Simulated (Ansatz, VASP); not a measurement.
# In2Te2O: VASP beside Ansatz

The input INCAR:

```
SYSTEM = In2Te2O
PREC = Accurate
ENCUT = 520
EDIFF = 1E-7
ISMEAR = 0
SIGMA = 0.1
LREAL = .FALSE.
LASPH = .TRUE.
NELM = 60
ALGO = Normal
ISIF = 2
LWAVE = .FALSE.
LCHARG = .FALSE.
GGA = PE
NBANDS = 30
```

Contents of KPOINTS:

```
Automatic mesh
0
G
  6 6 4
  0 0 0
```

POSCAR

```
In2Te2O
1.0
    4.8926422200      0.0000000000      0.0000000000
   -2.4463211100      4.2371524500      0.0000000000
    0.0000000000      0.0000000000      6.8353143600
In Te O
2 2 1
Direct
    0.3333333300      0.6666666700      0.5000000000
    0.6666666700      0.3333333300      0.5000000000
    0.3333333300      0.6666666700      0.0000000000
    0.6666666700      0.3333333300      0.0000000000
    0.0000000000      0.0000000000      0.0000000000
```

Input for Ansatz:

```yaml
crystal:
  lattice:
    - [4.89264222, 0.0, 0.0]
    - [-2.44632111, 4.23715245, 0.0]
    - [0.0, 0.0, 6.83531436]
  atoms:
    - { symbol: In, position: [0.33333333, 0.66666667, 0.5] }
    - { symbol: In, position: [0.66666667, 0.33333333, 0.5] }
    - { symbol: Te, position: [0.33333333, 0.66666667, 0.0] }
    - { symbol: Te, position: [0.66666667, 0.33333333, 0.0] }
    - { symbol: O, position: [0.0, 0.0, 0.0] }
basis:
  ecutwfc: 420
kpoints:
  mp_grid: { grid: [6, 6, 4] }
hamiltonian:
  xc: pbe
scf:
  occupations: { method: gaussian, width: 0.1 }
  lower_state_search: "off"
output:
  forces: true
  stress: true
  eigenvalues: true
```

Alike in both runs: task single point; functional PBE; k mesh 6 × 6 × 4; occupations gaussian, width 0.1 eV; no spin polarisation.

|  | VASP | Ansatz |
| --- | --- | --- |
| version | VASP 6.6.1 | Ansatz 0.2.0 |
| potentials or method | VASP PAW PBE potentials, release 64 (In_d, Te, O), cutoff 520 eV | scalar-relativistic, plane waves, PAW |
| valence electrons in the cell | 44 | 64 |

|  | VASP | Ansatz | Ansatz less VASP |
| --- | --- | --- | --- |
| gap on the k mesh at the Fermi level (eV) | none | none | - |
| pressure (GPa) | 0.4 | 0.5 | +0.07 |
| traceless stress, the component that is largest in VASP (GPa) | -3.53 | -3.56 | -0.029 |

A gap of «none» marks a metal or a gap that the smearing closes. The functional is the same, so the differences come from potentials, cutoffs and numerics. VASP's potentials hold 44 valence electrons a cell and Ansatz's 64, so a difference there can come from the potentials and not from the codes.

Spin-orbit coupling is off throughout.
